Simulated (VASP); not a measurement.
# V (Im-3m) in VASP: further runs

Runs on V. Level: r2SCAN. Tasks: relaxation of cell and atoms.

Program: VASP 6.6.1. These are calculated values, not measurements. Logs are shortened: lines on timing, memory, paths and dates and some standing lists are left out, and cuts for length are marked.

## 1. The cell of the first run

The structure is cubic, space group Im-3m (No. 229). The conventional cell has a = 2.984 Å, b = 2.984 Å, c = 2.984 Å, α = 90.00°, β = 90.00°, γ = 90.00°. V (site symmetry m-3m) has 14 V at 2.58 to 2.98 Å within 3.4 Å.

## 2. Relaxation of cell and atoms, r2SCAN

The input, POSCAR:

```
V
1.0
   -1.4921371451      1.4921371451      1.4921371451
    1.4921371451     -1.4921371451      1.4921371451
    1.4921371451      1.4921371451     -1.4921371451
V
1
Direct
    0.0000000000      0.0000000000      0.0000000000
```

The input, INCAR.step1:

```
SYSTEM = V
ALGO     = Normal         ! electronic algorithm
EDIFF    = 1E-4           ! SCF threshold, eV
ENCUT    = 600            ! plane-wave cutoff, eV
GGA      = PE             ! functional
ISMEAR   = -1             ! smearing method
LASPH    = .True.         ! aspherical terms in the spheres
LCHARG   = .False.        ! write CHGCAR
LREAL    = .False.        ! projectors in reciprocal space
LWAVE    = .True.         ! write WAVECAR
NELM     = 100            ! most SCF steps
PREC     = Accurate       ! precision mode
SIGMA    = 0.15           ! smearing width, eV
```

The input, INCAR.step2:

```
SYSTEM = V
ALGO     = Normal         ! electronic algorithm
EDIFF    = 1E-6           ! SCF threshold, eV
EDIFFG   = -0.001         ! ionic threshold
ENCUT    = 600            ! plane-wave cutoff, eV
IBRION   = 2              ! ionic algorithm
ISIF     = 3              ! what is computed and relaxed
ISMEAR   = -1             ! smearing method
ISTART   = 1            
LASPH    = .True.         ! aspherical terms in the spheres
LCHARG   = .False.        ! write CHGCAR
LMIXTAU  = .True.       
LREAL    = .False.        ! projectors in reciprocal space
LWAVE    = .False.        ! write WAVECAR
METAGGA  = R2SCAN         ! meta-GGA
NELM     = 100            ! most SCF steps
NSW      = 80             ! ionic steps
PREC     = Accurate       ! precision mode
SIGMA    = 0.15           ! smearing width, eV
```

The input, KPOINTS:

```
k-points
0
Gamma
  20 20 20
  0 0 0
```

Potentials or basis: VASP PAW PBE potentials, release 64 (V_sv).

Run with:

```console
$ cat potpaw_PBE.64/V_sv/POTCAR > POTCAR
$ cp INCAR.step1 INCAR
$ mpirun -np 1 vasp_std > vasp.out
$ cp INCAR.step2 INCAR
$ mpirun -np 1 vasp_std > vasp.out
```

OUTCAR:

```text
SYSTEM = V
   EDIFF = 1E-6
   EDIFFG = -0.001
   ENCUT = 600
   IBRION = 2
   ISIF = 3
   ISMEAR = -1
   ISTART = 1
   LASPH = .True.
   LREAL = .False.
   METAGGA = R2SCAN
   NELM = 100
   NSW = 80
   PREC = Accurate

 ion  position               nearest neighbor table
   1  0.000  0.000  0.000-

  LATTYP: Found a body centered cubic cell.
 ALAT       =     2.9842742902

  Lattice vectors:

 A1 = (  -1.4921371451,   1.4921371451,   1.4921371451)
 A2 = (   1.4921371451,  -1.4921371451,   1.4921371451)
 A3 = (   1.4921371451,   1.4921371451,  -1.4921371451)

Analysis of symmetry for initial positions (statically):
=====================================================================
 Subroutine PRICEL returns:
 Original cell was already a primitive cell.

 Routine SETGRP: Setting up the symmetry group for a
 body centered cubic supercell.

 Subroutine GETGRP returns: Found 48 space group operations
 (whereof 48 operations were pure point group operations)
 out of a pool of 48 trial point group operations.

The static configuration has the point symmetry O_h .

Analysis of symmetry for dynamics (positions and initial velocities):
=====================================================================
 Subroutine PRICEL returns:
 Original cell was already a primitive cell.

 Routine SETGRP: Setting up the symmetry group for a
 body centered cubic supercell.

 Subroutine GETGRP returns: Found 48 space group operations
 (whereof 48 operations were pure point group operations)
 out of a pool of 48 trial point group operations.

The dynamic configuration has the point symmetry O_h .

 Subroutine INISYM returns: Found 48 space group operations
 (whereof 48 operations are pure point group operations),
 and found     1 'primitive' translations

----------------------------------------------------------------------------------------

                                     Primitive cell

  volume of cell :      13.2888

  direct lattice vectors                    reciprocal lattice vectors
    -1.492137145  1.492137145  1.492137145     0.000000000  0.335089842  0.335089842
     1.492137145 -1.492137145  1.492137145     0.335089842  0.000000000  0.335089842
     1.492137145  1.492137145 -1.492137145     0.335089842  0.335089842  0.000000000

  length of vectors
     2.584457347  2.584457347  2.584457347     0.473888599  0.473888599  0.473888599

  position of ions in fractional coordinates (direct lattice)
     0.000000000  0.000000000  0.000000000

  ion indices of the primitive-cell ions
   primitive index   ion index
                 1           1

----------------------------------------------------------------------------------------

 KPOINTS: k-points

Automatic generation of k-mesh.
 Grid dimensions read from file:
 generate k-points for:   20   20   20

 Generating k-lattice:

  Cartesian coordinates                     Fractional coordinates (reciprocal lattice)
     0.000000000  0.016754492  0.016754492     0.050000000  0.000000000  0.000000000
     0.016754492  0.000000000  0.016754492     0.000000000  0.050000000  0.000000000
     0.016754492  0.016754492  0.000000000     0.000000000  0.000000000  0.050000000

  Length of vectors
     0.023694430  0.023694430  0.023694430

  Shift w.r.t. Gamma in fractional coordinates (k-lattice)
     0.000000000  0.000000000  0.000000000

 Subroutine IBZKPT returns following result:
 ===========================================

 Found    256 irreducible k-points:

 Following reciprocal coordinates:
            Coordinates               Weight
  0.000000  0.000000  0.000000      1.000000
  0.050000  0.000000  0.000000     12.000000
  0.100000  0.000000  0.000000     12.000000
  0.150000  0.000000  0.000000     12.000000
  0.200000  0.000000  0.000000     12.000000
  0.250000  0.000000  0.000000     12.000000
[... 16 lines left out ...]
  0.200000  0.100000  0.000000     48.000000
  0.250000  0.100000  0.000000     48.000000
 [... further k-points ...]
   k-points           NKPTS =    256   k-points in BZ     NKDIM =    256   number of bands    NBANDS=     10
   number of dos      NEDOS =    301   number of ions     NIONS =      1
   total plane-waves  NPLWV =  13824
   dimension x,y,z NGX =    24 NGY =   24 NGZ =   24
   dimension x,y,z NGXF=    48 NGYF=   48 NGZF=   48
   ions per type =               1
   NGX,Y,Z   is equivalent  to a cutoff of  15.44, 15.44, 15.44 a.u.
   NGXF,Y,Z  is equivalent  to a cutoff of  30.88, 30.88, 30.88 a.u.
 SYSTEM =  V
   PREC   = accura    normal or accurate (medium, high low for compatibility)
   ISTART =      1    job   : 0-new  1-cont  2-samecut
   ICHARG =      0    charge: 1-file 2-atom 10-const
   ISPIN  =      1    spin polarized calculation?
   LNONCOLLINEAR =      F non collinear calculations
   LSORBIT =      F    spin-orbit coupling
   LASPH  =      T    aspherical Exc in radial PAW
   ENCUT  =  600.0 eV  44.10 Ry    6.64 a.u.   5.16  5.16  5.16*2*pi/ulx,y,z
   NELM   =    100;   NELMIN=  2; NELMDL=  0     # of ELM steps
   EDIFF  = 0.1E-05   stopping-criterion for ELM
   LREAL  =      F    real-space projection
   EDIFFG = -.1E-02   stopping-criterion for IOM
   NSW    =     80    number of steps for IOM
   IBRION =      2    ionic relax: 0-MD 1-quasi-New 2-CG
   NFREE  =      1    steps in history (QN), initial steepest desc. (CG)
   ISIF   =      3    stress and relaxation
   ISYM   =      2    0-nonsym 1-usesym 2-fastsym
   POTIM  = 0.5000    time-step for ionic-motion
   TEBEG  =    0.0;   TEEND  =   0.0 temperature during run
   PSTRESS=    0.0 pullay stress
   NELECT =      13.0000    total number of electrons
   NUPDOWN=      -1.0000    fix difference up-down
   EMIN   =  10.00;   EMAX   =-10.00  energy-range for DOS
   EFERMI =   0.00;   METHOD = LEGACY
   ISMEAR =    -1;   SIGMA  =   0.15  broadening in eV -4-tet -1-fermi 0-gaus
   EFERMI_NEDOS =   21; number of points for ismear=-14 and -15
   IALGO  =     38    algorithm
   IMIX   =      4    mixing-type and parameters
     AMIX     =   0.40;   BMIX     =  1.00
     AMIX_MAG =   1.60;   BMIX_MAG =  1.00
  volume/ion in A,a.u.               =      13.29        89.68
  Fermi-wavevector in a.u.,A,eV,Ry     =   1.625152  3.071091 35.934588  2.641118
  Thomas-Fermi vector in A             =   2.718322
   LORBIT       =      0    0 simple, 1 ext, 2 COOP (PROOUT), +10 PAW based schemes
   METAGGA = R2SCAN    functional components
   LHFCALC =     F    Hartree Fock is set to
   AEXX    =    0.0000 exact exchange contribution
   IVDW    =     0    specifies the selected vdW correction
   LEPSILON=     F    determine dielectric tensor
   LRPA    =     F    only Hartree local field effects (RPA)
 conjugate gradient relaxation of ions
 non-spin polarized calculation
  energy-cutoff  :      600.00
  volume of cell :       13.29
 maximum number of plane-waves:       466
 NGX is ok and might be reduce to    24
   NGX = 11   NGY = 11   NGZ = 11

--------------------------------------- Ionic step        1  -------------------------------------------

 number of electron      12.9999998 magnetization

 Free energy of the ion-electron system (eV)
  ---------------------------------------------------
  ext. energy  EPLUGINS =         0.00000000
  ---------------------------------------------------
  free energy    TOTEN  =       -14.18867251 eV

  energy without entropy =      -14.07522396  energy(sigma->0) =      -14.13194824

------------------------ aborting loop because EDIFF is reached ----------------------------------------

  FORCE on cell =-STRESS in cart. coord.  units (eV):
  Direction    XX          YY          ZZ          XY          YZ          ZX
  --------------------------------------------------------------------------------------
  -------------------------------------------------------------------------------------
  Total        0.0802492      0.0802492      0.0802492     -0.0000000     -0.0000000      0.0000000
  in kB        9.6753195      9.6753195      9.6753195     -0.0000000     -0.0000000      0.0000000
  external PRESSURE =       9.6753195 kB  Pullay stress =       0.0000000 kB

 VOLUME and BASIS-vectors are now :
 -----------------------------------------------------------------------------
  energy-cutoff  :      600.00
  volume of cell :       13.29
      direct lattice vectors                 reciprocal lattice vectors
    -1.492137145  1.492137145  1.492137145     0.000000000  0.335089842  0.335089842
     1.492137145 -1.492137145  1.492137145     0.335089842  0.000000000  0.335089842
     1.492137145  1.492137145 -1.492137145     0.335089842  0.335089842  0.000000000
[... 106 lines left out ...]
 POSITION                                       TOTAL-FORCE (eV/Angst)
 -----------------------------------------------------------------------------------
      0.00000      0.00000      0.00000         0.000000      0.000000     -0.000000
 -----------------------------------------------------------------------------------
    total drift:                                0.000000      0.000000      0.000000

  FREE ENERGIE OF THE ION-ELECTRON SYSTEM (eV)
  ---------------------------------------------------
  free  energy   TOTEN  =       -14.1888724872 eV

  energy  without entropy=      -14.0748415455  energy(sigma->0) =      -14.13185702

--------------------------------------- Ionic step        5  -------------------------------------------

 number of electron      12.9999998 magnetization

 Free energy of the ion-electron system (eV)
  ---------------------------------------------------
  ext. energy  EPLUGINS =         0.00000000
  ---------------------------------------------------
  free energy    TOTEN  =       -14.18887395 eV

  energy without entropy =      -14.07482715  energy(sigma->0) =      -14.13185055

 E-fermi :   9.8115     XC(G=0): -14.1170

 val. band max:        9.8078397804   @ k =  -0.2000   0.2500   0.1000
 cond. band min:       9.8129599170   @ k =  -0.3500   0.4500   0.1500
 fundamental gap:      0.0051201366
 Fermi energy:         9.8115385167

 k-point     1 :       0.0000    0.0000    0.0000
  band No.  band energies     occupation
      1     -56.5244      2.00000
      2     -28.6611      2.00000
      3     -28.6611      2.00000
      4     -28.6611      2.00000
      5       2.6913      2.00000
      6      10.2627      0.09415
      7      10.2627      0.09414
      8      10.2628      0.09412
      9      12.4724      0.00000
     10      12.4724      0.00000

 k-point     2 :       0.0500    0.0000    0.0000
  band No.  band energies     occupation
      1     -56.5192      2.00000
      2     -28.6859      2.00000
      3     -28.6686      2.00000
      4     -28.6613      2.00000
      5       2.7985      2.00000
      6      10.2161      0.12633
      7      10.2523      0.10056
      8      10.3379      0.05810
      9      12.4171      0.00000
     10      12.4750      0.00000
[... 274 lines left out ...]
 k-point    24 :       0.2500    0.1000    0.0000
  band No.  band energies     occupation
      1     -56.3762      2.00000
      2     -29.3114      2.00000
      3     -28.8678      2.00000
      4     -28.6983      2.00000
      5       5.8965      2.00000
      6       9.1179      1.98057
      7       9.4766      1.80632
      8      12.0410      0.00000
      9      12.7515      0.00000
     10      12.9429      0.00000

 [... further k-points ...]

------------------------ aborting loop because EDIFF is reached ----------------------------------------

  FORCE on cell =-STRESS in cart. coord.  units (eV):
  Direction    XX          YY          ZZ          XY          YZ          ZX
  --------------------------------------------------------------------------------------
  -------------------------------------------------------------------------------------
  Total        0.0002335      0.0002335      0.0002335     -0.0000000     -0.0000000      0.0000000
  in kB        0.0280165      0.0280165      0.0280165     -0.0000000     -0.0000000      0.0000000
  external PRESSURE =       0.0280165 kB  Pullay stress =       0.0000000 kB

 VOLUME and BASIS-vectors are now :
 -----------------------------------------------------------------------------
  energy-cutoff  :      600.00
  volume of cell :       13.35
      direct lattice vectors                 reciprocal lattice vectors
    -1.494592412  1.494592412  1.494592412     0.000000000  0.334539367  0.334539367
     1.494592412 -1.494592412  1.494592412     0.334539367  0.000000000  0.334539367
     1.494592412  1.494592412 -1.494592412     0.334539367  0.334539367  0.000000000

 POSITION                                       TOTAL-FORCE (eV/Angst)
 -----------------------------------------------------------------------------------
      0.00000      0.00000      0.00000        -0.000000      0.000000      0.000000
 -----------------------------------------------------------------------------------
    total drift:                                0.000000      0.000000      0.000000

  FREE ENERGIE OF THE ION-ELECTRON SYSTEM (eV)
  ---------------------------------------------------
  free  energy   TOTEN  =       -14.1888739549 eV

  energy  without entropy=      -14.0748271533  energy(sigma->0) =      -14.13185055

 reached required accuracy - stopping structural energy minimisation
```

Run time: 4.1 min. Hardware: 1 thread of Intel Xeon 6975P-C, shared host; peak memory 0.19 GiB.

What came out:

| Property | Result |
| --- | --- |
| Free energy | -14.1889 eV |
| Relaxed volume | 13.35 Å³/atom |
| Relaxed cell | a = 2.589 Å, b = 2.589 Å, c = 2.589 Å, α = 109.47°, β = 109.47°, γ = 109.47° |
| Space group after relaxing (to 0.05 Å) | Im-3m (No. 229) |
| Energy gained by relaxing | 0.2 meV/atom |
| Ionic steps | 5 |
| Pressure after relaxing | 0.0 GPa |

The path:
```
step  energy change (eV)  largest force (eV/Å)  pressure (GPa)  volume (Å³)
   1              0.0000                0.0000            0.97        13.29
   2              0.0001                0.0000           -1.26        13.44
   3             -0.0002                0.0000           -0.06        13.36
   4             -0.0002                0.0000            0.07        13.35
   5             -0.0002                0.0000            0.00        13.35
```

Final structure:
```yaml
crystal:
  lattice:
    - [-1.49459, 1.49459, 1.49459]
    - [1.49459, -1.49459, 1.49459]
    - [1.49459, 1.49459, -1.49459]
  atoms:
    - { symbol: V, position: [0.00000, 0.00000, 0.00000] }
```

Levels at points of the mesh, in eV from the Fermi level:
```
           k point  band 3  band 4  band 5  band 6  band 7  band 8  band 9  band 10
(0.00, 0.00, 0.00)  -38.47  -38.47   -7.12    0.45    0.45    0.45    2.66     2.66
(0.50, 0.00, 0.00)  -38.77  -38.48   -3.41   -1.20    1.50    2.63    3.04     4.30
(0.50, 0.50, 0.50)  -39.12  -39.12   -3.18   -3.18    3.90    3.90    3.90    10.68
```

Caveat: the PAW data sets were made with another functional, which shifts forces and pressure a little. Zero-point motion and thermal expansion aren't in these numbers.

## 3. Relaxation of cell and atoms, r2SCAN

This run uses another cell than the first one, of 13.36 Å³/atom, 1.005 times its volume.

The input, POSCAR:

```
V
1.0
   -1.4947504659      1.4947504659      1.4947504659
    1.4947504659     -1.4947504659      1.4947504659
    1.4947504659      1.4947504659     -1.4947504659
V
1
Direct
    0.0000000000      0.0000000000      0.0000000000
```

The input, INCAR.step1:

```
PREC = Accurate
ENCUT = 600
ISMEAR = 0
SIGMA = 0.1
LREAL = F
LASPH = T
NELM = 60
GGA = PE
ALGO = Normal
EDIFF = 1E-4
LWAVE = T
LCHARG = F
```

The input, INCAR.step2:

```
PREC = Accurate
ENCUT = 600
EDIFF = 1E-7
ISMEAR = 0
SIGMA = 0.1
LREAL = F
LASPH = T
NELM = 60
ALGO = Normal
ISIF = 3
LWAVE = F
LCHARG = F
METAGGA = R2SCAN
LMIXTAU = T
IBRION = 2
NSW = 100
EDIFFG = -0.002
ISTART = 1
```

The input, KPOINTS:

```
regular mesh
0
Gamma
  20 20 20
```

Potentials or basis: VASP PAW PBE potentials, release 64 (V_sv).

Run with:

```console
$ cat potpaw_PBE.64/V_sv/POTCAR > POTCAR
$ cp INCAR.step1 INCAR
$ mpirun -np 1 vasp_std > vasp.out
$ cp INCAR.step2 INCAR
$ mpirun -np 1 vasp_std > vasp.out
```

It took 3.7 min on 1 thread of Intel Xeon 6975P-C, shared host; peak memory 0.18 GiB.

It converged, with:

* Free energy: -14.1340 eV
* Relaxed volume: 13.31 Å³/atom
* Relaxed cell: a = 2.586 Å, b = 2.586 Å, c = 2.586 Å, α = 109.47°, β = 109.47°, γ = 109.47°
* Space group after relaxing (to 0.05 Å): Im-3m (No. 229)
* Energy gained by relaxing: 0.1 meV/atom
* Ionic steps: 3
* Pressure after relaxing: 0.0 GPa

Step by step:
```csv
step,energy change (eV),largest force (eV/Å),pressure (GPa),volume (Å³)
1,0.0000,0.0000,-0.78,13.36
2,0.0001,0.0000,1.06,13.23
3,-0.0001,0.0000,-0.01,13.31
```

Final structure:
```
V
1.0
    -1.49275    1.49275    1.49275
     1.49275   -1.49275    1.49275
     1.49275    1.49275   -1.49275
V
1
Direct
  0.00000 0.00000 0.00000
```

Levels at points of the mesh, in eV from the Fermi level:
| k point | band 5 | band 6 | band 7 | band 8 | band 9 | band 10 |
| --- | --- | --- | --- | --- | --- | --- |
| (0.00, 0.00, 0.00) | -7.09 | 0.49 | 0.49 | 0.49 | 2.70 | 2.70 |
| (0.50, 0.00, 0.00) | -3.38 | -1.17 | 1.56 | 2.68 | 3.09 | 4.36 |
| (0.50, 0.50, 0.50) | -3.17 | -3.17 | 3.95 | 3.95 | 3.95 | 10.76 |

Caveat: the PAW data sets were made with another functional, which shifts forces and pressure a little.
